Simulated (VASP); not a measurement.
A run of VASP 6.6.1 is set up as follows.

File INCAR:

```
PREC = Accurate
ENCUT = 520
EDIFF = 1E-8
ISMEAR = -1
SIGMA = 0.03
LREAL = F
LASPH = T
NELM = 100
ALGO = Normal
ISIF = 2
LWAVE = F
LCHARG = F
GGA = CA
LEFG = T
NBANDS = 11
```

The input KPOINTS:

```
Automatic mesh
0
Gamma
  13 13 13
```

File POSCAR:

```
Hf
1.0
    0.0000000000      2.2051002222      2.2051002222
    2.2051002222      0.0000000000      2.2051002222
    2.2051002222      2.2051002222      0.0000000000
Hf
1
Direct
    0.0000000000      0.0000000000      0.0000000000
```

Potentials or basis: VASP PAW LDA potentials, release 64 (Hf_pv).

Run with:

```sh
$ cat potpaw_LDA.64/Hf_pv/POTCAR > POTCAR
$ mpirun -np 1 vasp_std > vasp.out
```

(1) What does it give for the pressure?

(2) What does it give for the band gap on the k mesh?

Answers

(1) -3.4 GPa.

(2) zero (band 5 reaches 6.26 eV, above the bottom of band 6 at 4.35 eV).

Caveat: without QUAD_EFG the Cq values of the log hold for a quadrupole moment of 1 mb, not for the nuclei; spin-orbit coupling is left out, which moves the levels of the heavy elements.
